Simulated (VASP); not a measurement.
# C in VASP: relaxation of the atoms with PBEsol

Aim: the relaxation of the atoms of C with PBEsol.

Program: VASP 6.6.1. These are calculated values, not measurements. Logs are shortened: lines on timing, memory, paths and dates and some standing lists are left out, and cuts for length are marked.

**1. The cell of the first run**

The cell holds a slab with vacuum, 16 atoms: a = 2.507 Å, b = 2.507 Å, c = 29.939 Å, α = 90.00°, β = 90.00°, γ = 120.00°.

**2. Relaxation of the atoms, PBEsol**

File INCAR:

```
SYSTEM = C
ALGO = Normal ; DIPOL = 0.5 0.5 0.500
EDIFF = 1E-6 ; EDIFFG = -0.02
ENCUT = 520 ; GGA = PS
IBRION = 2 ; IDIPOL = 3
ISIF = 2 ; ISMEAR = 0
LASPH = .TRUE. ; LCHARG = .FALSE.
LDIPOL = .TRUE. ; LREAL = Auto
LWAVE = .FALSE. ; NELM = 80
NSW = 80 ; PREC = Accurate
SIGMA = 0.05
```

File KPOINTS:

```
k-points
0
G
  12 12 1
  0 0 0
```

File POSCAR:

```
C
1.0
    2.5068463377      0.0000000000      0.0000000000
   -1.2534231689      2.1709926118      0.0000000000
    0.0000000000      0.0000000000     29.9393240022
C
16
Direct
    0.3333333333      0.6666666667      0.2505066580
    0.0000000000      0.0000000000      0.2677738495
    0.0000000000      0.0000000000      0.3191271052
    0.6666666667      0.3333333333      0.3362900195
    0.6666666667      0.3333333333      0.3876432751
    0.3333333333      0.6666666667      0.4049104666
    0.3333333333      0.6666666667      0.4570680860
    0.6666666667      0.3333333333      0.4743407269
    0.6666666667      0.3333333333      0.5256592731
    0.0000000000      0.0000000000      0.5429319140
    0.0000000000      0.0000000000      0.5950895334
    0.6666666667      0.3333333333      0.6123567249
    0.6666666667      0.3333333333      0.6637099805
    0.3333333333      0.6666666667      0.6808728948
    0.3333333333      0.6666666667      0.7322261505
    0.0000000000      0.0000000000      0.7494933420
```

Potentials or basis: VASP PAW PBE potentials, release 64 (C).

Command:

```
$ cat potpaw_PBE.64/C/POTCAR > POTCAR
$ mpirun -np 1 vasp_std > vasp.out
```

OUTCAR:

```text
SYSTEM = C
   EDIFF = 1E-6
   EDIFFG = -0.02
   ENCUT = 520
   GGA = PS
   IBRION = 2
   ISIF = 2
   ISMEAR = 0
   LASPH = .TRUE.
   LREAL = Auto
   NELM = 80
   NSW = 80
   PREC = Accurate

 ion  position               nearest neighbor table
   1  0.333  0.667  0.251-   2 1.54   2 1.54   2 1.54
   2  0.000  0.000  0.268-   1 1.54   1 1.54   1 1.54   3 1.54
   3  0.000  0.000  0.319-   4 1.54   4 1.54   4 1.54   2 1.54
   4  0.667  0.333  0.336-   3 1.54   3 1.54   3 1.54   5 1.54
   5  0.667  0.333  0.388-   6 1.54   6 1.54   6 1.54   4 1.54
   6  0.333  0.667  0.405-   5 1.54   5 1.54   5 1.54   7 1.56
   7  0.333  0.667  0.457-   8 1.54   8 1.54   8 1.54   6 1.56
   8  0.667  0.333  0.474-   9 1.54   7 1.54   7 1.54   7 1.54
   9  0.667  0.333  0.526-   8 1.54  10 1.54  10 1.54  10 1.54
  10  0.000  0.000  0.543-   9 1.54   9 1.54   9 1.54  11 1.56
  11  0.000  0.000  0.595-  12 1.54  12 1.54  12 1.54  10 1.56
  12  0.667  0.333  0.612-  11 1.54  11 1.54  11 1.54  13 1.54
  13  0.667  0.333  0.664-  14 1.54  14 1.54  14 1.54  12 1.54
  14  0.333  0.667  0.681-  13 1.54  13 1.54  13 1.54  15 1.54
  15  0.333  0.667  0.732-  16 1.54  16 1.54  16 1.54  14 1.54
  16  0.000  0.000  0.749-  15 1.54  15 1.54  15 1.54

  LATTYP: Found a hexagonal cell.
 ALAT       =     2.5068463377
 C/A-ratio  =    11.9430232129

  Lattice vectors:

 A1 = (   2.5068463377,   0.0000000000,   0.0000000000)
 A2 = (  -1.2534231689,   2.1709926118,   0.0000000000)
 A3 = (   0.0000000000,   0.0000000000,  29.9393240022)

Analysis of symmetry for initial positions (statically):
=====================================================================
 Subroutine PRICEL returns:
 Original cell was already a primitive cell.

 Routine SETGRP: Setting up the symmetry group for a
 hexagonal supercell.

 Subroutine GETGRP returns: Found 12 space group operations
 (whereof  6 operations were pure point group operations)
 out of a pool of 24 trial point group operations.

The static configuration has the point symmetry C_3v.
 The point group associated with its full space group is D_3d.

Analysis of symmetry for dynamics (positions and initial velocities):
=====================================================================
 Subroutine PRICEL returns:
 Original cell was already a primitive cell.

 Routine SETGRP: Setting up the symmetry group for a
 hexagonal supercell.

 Subroutine GETGRP returns: Found 12 space group operations
[... 169 lines left out ...]

 Free energy of the ion-electron system (eV)
  ---------------------------------------------------
  ext. energy  EPLUGINS =         0.00000000
  ---------------------------------------------------
  free energy    TOTEN  =      -148.69001599 eV

  energy without entropy =     -148.66570045  energy(sigma->0) =     -148.67785822

------------------------ aborting loop because EDIFF is reached ----------------------------------------

  FORCE on cell =-STRESS in cart. coord.  units (eV):
  Direction    XX          YY          ZZ          XY          YZ          ZX
  --------------------------------------------------------------------------------------
  -------------------------------------------------------------------------------------
  Total        0.8325001      0.8325001     -2.0532770     -0.0000000      0.0000000     -0.0000000
  in kB        8.1859076      8.1859076    -20.1897097     -0.0000000      0.0000000     -0.0000000
  external PRESSURE =      -1.2726315 kB  Pullay stress =       0.0000000 kB
[... 81 lines left out ...]
  FREE ENERGIE OF THE ION-ELECTRON SYSTEM (eV)
  ---------------------------------------------------
  free  energy   TOTEN  =      -149.3963829448 eV

  energy  without entropy=     -149.3933087054  energy(sigma->0) =     -149.39484583

 dipolmoment           0.000000      0.000000     -0.000000 electrons x Angstroem

--------------------------------------- Ionic step        3  -------------------------------------------

 number of electron      64.0000000 magnetization

------------------------ aborting loop because EDIFF is reached ----------------------------------------
[... 39 lines left out ...]
  FREE ENERGIE OF THE ION-ELECTRON SYSTEM (eV)
  ---------------------------------------------------
  free  energy   TOTEN  =      -149.7918799849 eV

  energy  without entropy=     -149.7869047155  energy(sigma->0) =     -149.78939235

[... ionic steps 4 to 11 ...]

--------------------------------------- Ionic step       12  -------------------------------------------

 number of electron      64.0000000 magnetization

------------------------ aborting loop because EDIFF is reached ----------------------------------------
[... 95 lines left out ...]
--------------------------------------- Ionic step       14  -------------------------------------------

 number of electron      64.0000000 magnetization

 dipolmoment           0.000000      0.000000      0.000000 electrons x Angstroem

 Free energy of the ion-electron system (eV)
  ---------------------------------------------------
  ext. energy  EPLUGINS =         0.00000000
  ---------------------------------------------------
  free energy    TOTEN  =      -149.79854422 eV

  energy without entropy =     -149.79409994  energy(sigma->0) =     -149.79632208

 E-fermi :   4.1562     XC(G=0):  -7.9364

 val. band max:        4.1121962813   @ k =   0.3333   0.0833   0.0000
 cond. band min:       4.1634131238   @ k =   0.3333   0.0000   0.0000
 fundamental gap:      0.0512168425
 Fermi energy:         4.1562035346

 k-point     1 :       0.0000    0.0000    0.0000
  band No.  band energies     occupation
      1     -19.3764      2.00000
      2     -18.9400      2.00000
      3     -18.3379      2.00000
      4     -17.5188      2.00000
      5     -16.6709      2.00000
      6     -15.6630      2.00000
[... 825 lines left out ...]
     40      11.0242      0.00000
     41      11.2540      0.00000

------------------------ aborting loop because EDIFF is reached ----------------------------------------

 vacuum level on the upper side and lower side of the slab       (xc-potential included)        -0.035        -0.035

  FORCE on cell =-STRESS in cart. coord.  units (eV):
  Direction    XX          YY          ZZ          XY          YZ          ZX
  --------------------------------------------------------------------------------------
  -------------------------------------------------------------------------------------
  Total        1.6421476      1.6421476     -0.0257929     -0.0000000     -0.0000000     -0.0000000
  in kB       16.1471070     16.1471070     -0.2536199     -0.0000000     -0.0000000     -0.0000000
  external PRESSURE =      10.6801980 kB  Pullay stress =       0.0000000 kB
[... 31 lines left out ...]
  FREE ENERGIE OF THE ION-ELECTRON SYSTEM (eV)
  ---------------------------------------------------
  free  energy   TOTEN  =      -149.7985442180 eV

  energy  without entropy=     -149.7940999417  energy(sigma->0) =     -149.79632208

 reached required accuracy - stopping structural energy minimisation

 vacuum level on the upper side and lower side of the slab         8.888         8.888
```

OSZICAR:

```text
N       E                     dE             d eps       ncg     rms          rms(c)
DAV:   1     0.378411756495E+03    0.37841E+03   -0.32343E+04  1574   0.143E+03
DAV:   2    -0.119571310457E+03   -0.49798E+03   -0.47738E+03  2082   0.317E+02
DAV:   3    -0.152944466559E+03   -0.33373E+02   -0.32688E+02  1879   0.843E+01
[... 120 lines left out ...]
  13 F= -.14979854E+03 E0= -.14979631E+03  d E =-.203019E-03
       N       E                     dE             d eps       ncg     rms          rms(c)
DAV:   1    -0.149798530526E+03    0.58261E-05   -0.10456E-02  1559   0.570E-01    0.198E-02
DAV:   2    -0.149798546088E+03   -0.15562E-04   -0.20852E-04  1963   0.753E-02    0.126E-02
DAV:   3    -0.149798544697E+03    0.13907E-05   -0.67472E-06  1953   0.150E-02    0.716E-03
DAV:   4    -0.149798544218E+03    0.47919E-06   -0.24004E-06  1480   0.899E-03
  14 F= -.14979854E+03 E0= -.14979632E+03  d E =-.782841E-05
```

It took 17 min on 1 thread of Intel Xeon Platinum 8488C (Sapphire Rapids), shared host; peak memory 0.32 GiB.

What came out:

| Property | Result |
| --- | --- |
| Free energy | -149.7985 eV |
| Energy gained by relaxing | 69.3 meV/atom |
| Ionic steps | 14 |
| Largest force after relaxing | 0.019 eV/Å |
| Band gap on the k mesh | zero (bands 32 and 33 overlap by 0.90 eV) |

Forces on the atoms (eV/Å):
```
C    0.000  0.000  0.001
C    0.000  0.000 -0.005
C    0.000  0.000  0.001
C    0.000  0.000  0.002
C    0.000  0.000 -0.019
C    0.000  0.000  0.017
C    0.000  0.000  0.018
C    0.000  0.000 -0.007
C    0.000  0.000  0.007
C    0.000  0.000 -0.018
C    0.000  0.000 -0.017
C    0.000  0.000  0.019
C    0.000  0.000 -0.002
C    0.000  0.000 -0.001
C    0.000  0.000  0.005
C    0.000  0.000 -0.001
```

Step by step:
| step | energy change (eV) | largest force (eV/Å) | pressure (GPa) |
| --- | --- | --- | --- |
| 1 | 0.0000 | 4.8219 | -0.13 |
| 2 | -0.7064 | 2.2341 | 2.03 |
| 3 | -1.1019 | 0.2934 | 1.01 |
| 4 | -1.1018 | 0.2944 | 0.97 |
| 5 | -1.1059 | 0.2051 | 0.98 |
| 6 | -1.1064 | 0.1568 | 0.96 |
| 7 | -1.1074 | 0.1511 | 1.06 |
| 8 | -1.1078 | 0.0847 | 1.01 |
| 9 | -1.1083 | 0.0609 | 1.06 |
| 10 | -1.1083 | 0.0561 | 1.05 |
| 11 | -1.1085 | 0.0336 | 1.06 |
| 12 | -1.1085 | 0.0286 | 1.06 |
| 13 | -1.1085 | 0.0290 | 1.06 |
| 14 | -1.1085 | 0.0192 | 1.07 |

Final structure:
```xyz
16
Lattice="2.5068 0.0000 0.0000 -1.2534 2.1710 0.0000 0.0000 0.0000 29.9393" Properties=species:S:1:pos:R:3 pbc="T T T"
C     0.0000    1.4473    7.6278
C     0.0000    0.0000    7.8911
C     0.0000    0.0000    9.5645
C     1.2534    0.7237   10.0511
C     1.2534    0.7237   11.6041
C     0.0000    1.4473   12.1185
C     0.0000    1.4473   13.6830
C     1.2534    0.7237   14.2006
C     1.2534    0.7237   15.7387
C     0.0000    0.0000   16.2563
C     0.0000    0.0000   17.8208
C     1.2534    0.7237   18.3353
C     1.2534    0.7237   19.8882
C     0.0000    1.4473   20.3749
C     0.0000    1.4473   22.0482
C     0.0000    0.0000   22.3116
```

Caveat: the PAW data sets were made with another functional, which shifts forces and pressure a little.

The gap in the log of VASP goes by the Fermi energy; the results here count the filled bands.